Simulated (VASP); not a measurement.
# Al (Cmcm) in VASP: notebook

Runs on Al. Level: PBE. Tasks: single point.

Program: VASP 6.6.1. These are calculated values, not measurements. Logs are shortened: lines on timing, memory, paths and dates and some standing lists are left out, and cuts for length are marked.

## (1) The cell of the first run

Symmetry: Cmcm, No. 63, orthorhombic system. The conventional cell has a = 3.235 Å, b = 4.575 Å, c = 4.575 Å, α = 90.00°, β = 90.00°, γ = 90.00°. Al (site symmetry m2m) has 14 Al at 2.80 to 3.63 Å within 3.7 Å.

## (2) Single point, PBE (atoms displaced along a vibrational mode)

INCAR reads:

```
SYSTEM = Al
PREC = Accurate
ENCUT = 520
EDIFF = 1E-6
ISMEAR = 0
SIGMA = 0.15
LREAL = .False.
LASPH = .True.
NELM = 80
ALGO = Fast
ISIF = 2
LWAVE = .False.
LCHARG = .False.
GGA = PE
NBANDS = 10
```

KPOINTS reads:

```
Automatic mesh
0
Gamma
  20 20 12
  0 0 0
```

POSCAR reads:

```
Al
1.0
   -1.6175102401      1.6175102401      1.6175102401
    1.6175102401     -1.6175102401      1.6175102401
    3.2350204801      3.2350204801      0.0000000000
Al
2
Direct
    0.0586228248     -0.0586228248      0.0000000000
    0.4413771752      0.5586228248      0.5000000000
```

Potentials or basis: VASP PAW PBE potentials, release 64 (Al).

Command:

```console
$ cat potpaw_PBE.64/Al/POTCAR > POTCAR
$ mpirun -np 1 vasp_std > vasp.out
```

OUTCAR:

```text
SYSTEM = Al
   PREC = Accurate
   ENCUT = 520
   EDIFF = 1E-6
   ISMEAR = 0
   LREAL = .False.
   LASPH = .True.
   NELM = 80
   ISIF = 2
   GGA = PE

 ion  position               nearest neighbor table
   1  0.059  0.941  0.000-   2 2.85   2 2.85   2 2.85   2 2.85   2 2.88   2 2.88
   2  0.441  0.559  0.500-   1 2.85   1 2.85   1 2.85   1 2.85   1 2.88   1 2.88

  LATTYP: Found a base centered orthorhombic cell.
 ALAT       =     3.2350204802
 B/A-ratio  =     1.4142135624
 C/A-ratio  =     1.4142135623

  Lattice vectors:

 A1 = (  -1.6175102401,   1.6175102401,   1.6175102401)
 A2 = (   1.6175102401,  -1.6175102401,   1.6175102401)
 A3 = (   3.2350204801,   3.2350204801,   0.0000000000)

Analysis of symmetry for initial positions (statically):
=====================================================================
 Subroutine PRICEL returns:
 Original cell was already a primitive cell.

 Routine SETGRP: Setting up the symmetry group for a
 base centered orthorhombic supercell.

 Subroutine GETGRP returns: Found  8 space group operations
 (whereof  4 operations were pure point group operations)
 out of a pool of  8 trial point group operations.

The static configuration has the point symmetry C_2v.
 The point group associated with its full space group is D_2h.

Analysis of symmetry for dynamics (positions and initial velocities):
=====================================================================
 Subroutine PRICEL returns:
 Original cell was already a primitive cell.

 Routine SETGRP: Setting up the symmetry group for a
 base centered orthorhombic supercell.

 Subroutine GETGRP returns: Found  8 space group operations
 (whereof  4 operations were pure point group operations)
 out of a pool of  8 trial point group operations.

The dynamic configuration has the point symmetry C_2v.
 The point group associated with its full space group is D_2h.

 Subroutine INISYM returns: Found  8 space group operations
 (whereof  4 operations are pure point group operations),
 and found     1 'primitive' translations

----------------------------------------------------------------------------------------

                                     Primitive cell

  volume of cell :      33.8556

  direct lattice vectors                    reciprocal lattice vectors
    -1.617510240  1.617510240  1.617510240    -0.154558527  0.154558527  0.309117054
     1.617510240 -1.617510240  1.617510240     0.154558527 -0.154558527  0.309117054
     3.235020480  3.235020480  0.000000000     0.154558527  0.154558527  0.000000000

  length of vectors
     2.801609918  2.801609918  4.575009838     0.378589526  0.378589526  0.218578765

  position of ions in fractional coordinates (direct lattice)
     0.058622825  0.941377175  0.000000000
     0.441377175  0.558622825  0.500000000

  ion indices of the primitive-cell ions
   primitive index   ion index
                 1           1
                 2           2

----------------------------------------------------------------------------------------

 KPOINTS: Automatic mesh

Automatic generation of k-mesh.
 Grid dimensions read from file:
 generate k-points for:   20   20   12

 Generating k-lattice:

  Cartesian coordinates                     Fractional coordinates (reciprocal lattice)
    -0.007727926  0.007727926  0.015455853     0.050000000  0.000000000  0.000000000
     0.007727926 -0.007727926  0.015455853     0.000000000  0.050000000  0.000000000
     0.012879877  0.012879877  0.000000000     0.000000000  0.000000000  0.083333333

  Length of vectors
     0.018929476  0.018929476  0.018214897

  Shift w.r.t. Gamma in fractional coordinates (k-lattice)
     0.000000000  0.000000000  0.000000000

 Subroutine IBZKPT returns following result:
 ===========================================

 Found    777 irreducible k-points:

 Following reciprocal coordinates:
            Coordinates               Weight
  0.000000  0.000000  0.000000      1.000000
  0.050000  0.000000  0.000000      4.000000
  0.100000  0.000000  0.000000      4.000000
[... 39 lines left out ...]
  volume of cell :       33.86
 maximum number of plane-waves:       928
 NGX is ok and might be reduce to    24
   NGX = 11   NGY = 11   NGZ = 17

 number of electron       6.0000000 magnetization

 Free energy of the ion-electron system (eV)
  ---------------------------------------------------
  ext. energy  EPLUGINS =         0.00000000
  ---------------------------------------------------
  free energy    TOTEN  =        -7.35570262 eV

  energy without entropy =       -7.34547472  energy(sigma->0) =       -7.35058867

 E-fermi :   7.7045     XC(G=0): -10.1029

 val. band max:        7.7041944455   @ k =   0.4500   0.3500   0.1667
 cond. band min:       7.7075211389   @ k =   0.5000   0.3000   0.0833
 fundamental gap:      0.0033266933
 Fermi energy:         7.7045299846

 k-point     1 :       0.0000    0.0000    0.0000
  band No.  band energies     occupation
      1      -3.2289      2.00000
      2       3.4901      2.00000
      3       3.9001      2.00000
      4      15.7376      0.00000
      5      15.9241      0.00000
      6      17.3154      0.00000
      7      18.5943      0.00000
      8      21.0224      0.00000
      9      21.3500      0.00000
     10      21.3876      0.00000

 k-point     2 :       0.0500    0.0000    0.0000
  band No.  band energies     occupation
      1      -3.1759      2.00000
      2       3.5392      2.00000
      3       3.9521      2.00000
      4      14.6419      0.00000
      5      15.8711      0.00000
      6      17.8505      0.00000
      7      19.2465      0.00000
      8      20.4333      0.00000
      9      20.5951      0.00000
     10      21.1831      0.00000

 k-point     3 :       0.1000    0.0000    0.0000
  band No.  band energies     occupation
      1      -3.0170      2.00000
      2       3.6866      2.00000
      3       4.1078      2.00000
      4      13.0404      0.00000
      5      15.5295      0.00000
      6      18.5425      0.00000
      7      19.1951      0.00000
      8      19.1961      0.00000
      9      20.1424      0.00000
     10      21.2836      0.00000
[... 248 lines left out ...]
 k-point    23 :      -0.4000    0.0500    0.0000
  band No.  band energies     occupation
      1      -0.1036      2.00000
      2       4.6562      2.00000
      3       6.4089      2.00000
      4       7.0197      2.00000
      5      11.1065      0.00000
      6      11.5365      0.00000
      7      14.6206      0.00000
      8      16.8179      0.00000
      9      20.6376      0.00000
     10      21.0619      0.00000

 k-point    24 :      -0.3500    0.0500    0.0000
  band No.  band energies     occupation
      1      -0.8471      2.00000
      2       5.7128      2.00000
      3       5.7500      2.00000
      4       6.4940      2.00000
      5      12.3576      0.00000
      6      12.7214      0.00000
      7      15.1252      0.00000
      8      16.8412      0.00000
      9      21.0923      0.00000
     10      21.5453      0.00000

 [... further k-points ...]

------------------------ aborting loop because EDIFF is reached ----------------------------------------

  FORCE on cell =-STRESS in cart. coord.  units (eV):
  Direction    XX          YY          ZZ          XY          YZ          ZX
  --------------------------------------------------------------------------------------
  -------------------------------------------------------------------------------------
  Total        0.1609412      0.1609412     -0.3173314     -0.2323650      0.0000000     -0.0000000
  in kB        7.6163486      7.6163486    -15.0173240    -10.9963898      0.0000000     -0.0000000
  external PRESSURE =       0.0717911 kB  Pullay stress =       0.0000000 kB

 VOLUME and BASIS-vectors are now :
 -----------------------------------------------------------------------------
  energy-cutoff  :      520.00
  volume of cell :       33.86
      direct lattice vectors                 reciprocal lattice vectors
    -1.617510240  1.617510240  1.617510240    -0.154558527  0.154558527  0.309117054
     1.617510240 -1.617510240  1.617510240     0.154558527 -0.154558527  0.309117054
     3.235020480  3.235020480  0.000000000     0.154558527  0.154558527  0.000000000

 POSITION                                       TOTAL-FORCE (eV/Angst)
 -----------------------------------------------------------------------------------
      1.42786     -1.42786      1.61751        -0.055154      0.055154      0.000000
      1.80716      1.42786      1.61751         0.055154     -0.055154      0.000000
 -----------------------------------------------------------------------------------
    total drift:                               -0.000000     -0.000000     -0.000000

  FREE ENERGIE OF THE ION-ELECTRON SYSTEM (eV)
  ---------------------------------------------------
  free  energy   TOTEN  =        -7.3557026180 eV

  energy  without entropy=       -7.3454747215  energy(sigma->0) =       -7.35058867
```

Run time: 90 s. Hardware: 1 thread of Intel Xeon Platinum 8559C (Emerald Rapids), shared host; peak memory 0.31 GiB.

Results:

- Free energy: -7.3557 eV
- Pressure: 0.0 GPa
- Largest force: 0.078 eV/Å
- Band gap on the k mesh: zero (bands 3 and 4 overlap by 8.78 eV)

Forces in eV/Å, atoms in the order of the input:
```
Al  -0.055  0.055  0.000
Al   0.055 -0.055  0.000
```

Stress tensor (GPa, compression positive):
```
 0.76 -1.10  0.00
-1.10  0.76  0.00
 0.00  0.00 -1.50
```

Caveat: the cell differs from its parent crystal (atoms displaced along a vibrational mode).

## (3) Single point, PBE (atoms displaced along a vibrational mode)

INCAR reads:

```
SYSTEM = Al
  PREC = Accurate
  ENCUT = 520
  EDIFF = 1E-6
  ISMEAR = 0
  SIGMA = 0.15
  LREAL = .FALSE.
  LASPH = .TRUE.
  NELM = 80
  ALGO = Fast
  ISIF = 2
  LWAVE = .FALSE.
  LCHARG = .FALSE.
  GGA = PE
  NBANDS = 10
```

KPOINTS reads:

```
regular mesh
0
G
  20 20 12
  0 0 0
```

POSCAR reads:

```
Al
1.0
   -1.6175102401      1.6175102401      1.6175102401
    1.6175102401     -1.6175102401      1.6175102401
    3.2350204801      3.2350204801      0.0000000000
Al
2
Direct
    0.0195409416     -0.0195409416      0.0000000000
    0.4804590584      0.5195409416      0.5000000000
```

Potentials or basis: VASP PAW PBE potentials, release 64 (Al).

Command:

```console
$ cat potpaw_PBE.64/Al/POTCAR > POTCAR
$ mpirun -np 1 vasp_std > vasp.out
```

Run time: 1.7 min. Hardware: 1 thread of Intel Xeon Platinum 8559C (Emerald Rapids), shared host; peak memory 0.31 GiB.

It converged, with:

```
Free energy            : -7.3138 eV
Pressure               : -0.1 GPa
Largest force          : 0.094 eV/Å
Band gap on the k mesh : zero (bands 3 and 4 overlap by 8.84 eV)
```

Forces on the atoms (eV/Å):
```
Al  -0.066  0.066  0.000
Al   0.066 -0.066  0.000
```

Stress tensor (GPa, compression positive):
```
 0.01 -0.32  0.00
-0.32  0.01  0.00
 0.00  0.00 -0.21
```

Levels at points of the mesh, in eV from the Fermi level:
| k point | band 1 | band 2 | band 3 | band 4 | band 5 | band 6 | band 7 |
| --- | --- | --- | --- | --- | --- | --- | --- |
| (0.00, 0.00, 0.00) | -10.94 | -4.21 | -3.82 | 7.99 | 8.22 | 9.78 | 11.17 |
| (0.50, 0.00, 0.00) | -5.80 | -5.66 | 0.58 | 0.87 | 1.26 | 1.33 | 7.33 |
| (0.50, 0.50, 0.00) | -4.21 | -3.83 | 1.84 | 1.86 | 1.88 | 3.00 | 3.04 |
| (0.00, 0.00, 0.50) | -9.18 | -9.18 | 4.24 | 4.24 | 9.37 | 9.37 | 9.89 |
| (0.50, 0.00, 0.50) | -4.22 | -4.22 | -3.81 | -3.81 | 8.01 | 8.01 | 8.24 |
| (0.50, 0.50, 0.50) | -2.61 | -2.61 | -2.07 | -2.07 | 3.40 | 3.40 | 5.47 |

Caveat: the cell differs from its parent crystal (atoms displaced along a vibrational mode).

## (4) Single point, PBE (atoms displaced along a vibrational mode)

INCAR reads:

```
PREC = Accurate
ENCUT = 520
EDIFF = 1E-6
ISMEAR = 0
SIGMA = 0.15
LREAL = F
LASPH = T
NELM = 80
ALGO = Fast
ISIF = 2
LWAVE = F
LCHARG = F
GGA = PE
NBANDS = 10
```

KPOINTS reads:

```
regular mesh
0
Gamma
  20 20 12
```

POSCAR reads:

```
Al
1.0
   -1.6175102401      1.6175102401      1.6175102401
    1.6175102401     -1.6175102401      1.6175102401
    3.2350204801      3.2350204801      0.0000000000
Al
2
Direct
    0.0781637664     -0.0781637664      0.0000000000
    0.4218362336      0.5781637664      0.5000000000
```

Command:

```console
$ cat potpaw_PBE.64/Al/POTCAR > POTCAR
$ mpirun -np 1 vasp_std > vasp.out
```

Run time: 97 s. Hardware: 1 thread of Intel Xeon Platinum 8559C (Emerald Rapids), shared host; peak memory 0.31 GiB.

It converged, with:

| Property | Result |
| --- | --- |
| Free energy | -7.3566 eV |
| Pressure | 0.5 GPa |
| Largest force | 0.088 eV/Å |
| Band gap on the k mesh | zero (bands 3 and 4 overlap by 8.71 eV) |

Forces on the atoms (eV/Å):
```
Al   0.062 -0.062  0.000
Al  -0.062  0.062  0.000
```

Stress tensor (GPa, compression positive):
```
 1.80 -1.03  0.00
-1.03  1.80  0.00
 0.00  0.00 -2.23
```

Levels at points of the mesh, in eV from the Fermi level:
| k point | band 1 | band 2 | band 3 | band 4 | band 5 | band 6 | band 7 |
| --- | --- | --- | --- | --- | --- | --- | --- |
| (0.00, 0.00, 0.00) | -10.92 | -4.22 | -3.79 | 8.07 | 8.22 | 9.50 | 10.74 |
| (0.50, 0.00, 0.00) | -5.98 | -5.45 | 0.15 | 1.14 | 1.36 | 1.43 | 7.20 |
| (0.50, 0.50, 0.00) | -4.19 | -3.92 | 1.90 | 2.15 | 2.46 | 2.52 | 3.07 |
| (0.00, 0.00, 0.50) | -9.17 | -9.17 | 4.22 | 4.22 | 9.30 | 9.30 | 10.16 |
| (0.50, 0.00, 0.50) | -4.32 | -4.32 | -3.70 | -3.70 | 8.23 | 8.23 | 8.49 |
| (0.50, 0.50, 0.50) | -2.87 | -2.87 | -1.74 | -1.74 | 3.46 | 3.46 | 5.30 |

Caveat: the cell differs from its parent crystal (atoms displaced along a vibrational mode).

## (5) Single point, PBE (atoms displaced along a vibrational mode)

INCAR reads:

```
  PREC = Accurate
  ENCUT = 520
  EDIFF = 1E-7
  ISMEAR = 0
  SIGMA = 0.15
  LREAL = False
  LASPH = True
  NELM = 80
  ALGO = Fast
  ISIF = 2
  LWAVE = False
  LCHARG = False
  GGA = PE
  NBANDS = 10
```

KPOINTS reads:

```
Automatic mesh
0
Gamma
  20 20 12
```

POSCAR reads:

```
Al
1.0
   -1.6175102401      1.6175102401      1.6175102401
    1.6175102401     -1.6175102401      1.6175102401
    3.2350204801      3.2350204801      0.0000000000
Al
2
Direct
    0.0390818832     -0.0390818832      0.0000000000
    0.4609181168      0.5390818832      0.5000000000
```

Command:

```console
$ cat potpaw_PBE.64/Al/POTCAR > POTCAR
$ mpirun -np 1 vasp_std > vasp.out
```

It took 2.4 min on 1 thread of Intel Xeon Platinum 8559C (Emerald Rapids), shared host; peak memory 0.32 GiB.

It converged, with:

```
Free energy            : -7.3352 eV
Pressure               : -0.1 GPa
Largest force          : 0.133 eV/Å
Band gap on the k mesh : zero (bands 3 and 4 overlap by 8.82 eV)
```

Forces in eV/Å, atoms in the order of the input:
```
Al  -0.094  0.094  0.000
Al   0.094 -0.094  0.000
```

Stress tensor (GPa, compression positive):
```
 0.24 -0.75  0.00
-0.75  0.24  0.00
 0.00  0.00 -0.78
```

Levels at points of the mesh, in eV from the Fermi level:
| k point | band 1 | band 2 | band 3 | band 4 | band 5 | band 6 | band 7 | band 8 |
| --- | --- | --- | --- | --- | --- | --- | --- | --- |
| (0.00, 0.00, 0.00) | -10.94 | -4.21 | -3.81 | 8.00 | 8.22 | 9.71 | 11.04 | 13.21 |
| (0.50, 0.00, 0.00) | -5.86 | -5.59 | 0.44 | 1.03 | 1.22 | 1.36 | 7.23 | 8.00 |
| (0.50, 0.50, 0.00) | -4.21 | -3.85 | 1.85 | 1.92 | 2.02 | 2.88 | 3.05 | 5.13 |
| (0.00, 0.00, 0.50) | -9.18 | -9.18 | 4.24 | 4.24 | 9.34 | 9.34 | 9.97 | 9.97 |
| (0.50, 0.00, 0.50) | -4.24 | -4.24 | -3.78 | -3.78 | 8.09 | 8.09 | 8.30 | 8.30 |
| (0.50, 0.50, 0.50) | -2.70 | -2.70 | -1.96 | -1.96 | 3.41 | 3.41 | 5.43 | 5.43 |

Caveat: the cell differs from its parent crystal (atoms displaced along a vibrational mode).

## (6) Single point, PBE (atoms displaced along a vibrational mode, the cell strained)

INCAR reads:

```
SYSTEM = Al
PREC = Accurate
ENCUT = 520
EDIFF = 1E-7
ISMEAR = 0
SIGMA = 0.15
LREAL = .False.
LASPH = .True.
NELM = 60
ALGO = Fast
ISIF = 2
LWAVE = .False.
LCHARG = .False.
GGA = PE
NBANDS = 10
```

KPOINTS reads:

```
regular mesh
0
Gamma
  20 20 12
  0 0 0
```

POSCAR reads:

```
Al
1.0
   -1.6390231263      1.6390231263      1.6175102401
    1.6390231263     -1.6390231263      1.6175102401
    3.2780462525      3.2780462525      0.0000000000
Al
2
Direct
    0.0586228248     -0.0586228248      0.0000000000
    0.4413771752      0.5586228248      0.5000000000
```

Potentials or basis: VASP PAW PBE potentials, release 64 (Al).

Command:

```console
$ cat potpaw_PBE.64/Al/POTCAR > POTCAR
$ mpirun -np 1 vasp_std > vasp.out
```

Run time: 1.9 min. Hardware: 1 thread of Intel Xeon Platinum 8559C (Emerald Rapids), shared host; peak memory 0.32 GiB.

It converged, with:

```yaml
Free_energy: -7.3544 eV
Pressure: -1.9 GPa
Largest_force: 0.097 eV/Å
Band_gap_on_the_k_mesh: zero (bands 3 and 4 overlap by 8.53 eV)
```

Forces on the atoms (eV/Å):
```
Al  -0.068  0.068  0.000
Al   0.068 -0.068  0.000
```

Stress tensor (GPa, compression positive):
```
-1.19 -0.91  0.00
-0.91 -1.19  0.00
 0.00  0.00 -3.26
```

Levels at points of the mesh, in eV from the Fermi level:
```tsv
k point	band 1	band 2	band 3	band 4	band 5	band 6	band 7
(0.00, 0.00, 0.00)	-10.75	-4.15	-3.85	8.03	8.33	9.62	10.81
(0.50, 0.00, 0.00)	-5.78	-5.37	0.33	1.09	1.22	1.30	6.97
(0.50, 0.50, 0.00)	-4.15	-3.91	1.88	2.06	2.07	2.66	3.13
(0.00, 0.00, 0.50)	-9.03	-9.03	4.05	4.05	9.34	9.34	10.05
(0.50, 0.00, 0.50)	-4.16	-4.16	-3.66	-3.66	7.96	7.96	8.22
(0.50, 0.50, 0.50)	-2.78	-2.78	-1.92	-1.92	3.60	3.60	5.49
```

Caveat: the cell differs from its parent crystal (atoms displaced along a vibrational mode, the cell strained).

## (7) Summary

```csv
cell,further INCAR settings,gap on the mesh (eV),pressure (GPa),largest force (eV/Å)
"a = 2.802, b = 2.802, c = 4.575 Å, angles 90.0, 90.0, 109.5°, 2 atoms, atomic positions A",ALGO = Fast; EDIFF = 1e-06; NBANDS = 10,none,0.0,0.08
"a = 2.802, b = 2.802, c = 4.575 Å, angles 90.0, 90.0, 109.5°, 2 atoms, atomic positions B",ALGO = Fast; EDIFF = 1e-06; NBANDS = 10,none,-0.1,0.09
"a = 2.802, b = 2.802, c = 4.575 Å, angles 90.0, 90.0, 109.5°, 2 atoms, atomic positions C",ALGO = Fast; EDIFF = 1e-06; NBANDS = 10,none,0.5,0.09
"a = 2.802, b = 2.802, c = 4.575 Å, angles 90.0, 90.0, 109.5°, 2 atoms, atomic positions D",ALGO = Fast; EDIFF = 1e-07; NBANDS = 10,none,-0.1,0.13
"a = 2.827, b = 2.827, c = 4.636 Å, angles 90.0, 90.0, 110.2°, 2 atoms, atomic positions A",ALGO = Fast; EDIFF = 1e-07; NBANDS = 10,none,-1.9,0.10
```

Alike in all rows: task single point; level PBE; potentials or basis VASP PAW PBE potentials, release 64 (Al); no spin polarisation; k mesh 20 × 20 × 12; cutoff (eV) 520; smearing gaussian 0.15 eV.

Total energies depend on the potentials used, so only differences within one code and one set of settings carry meaning.
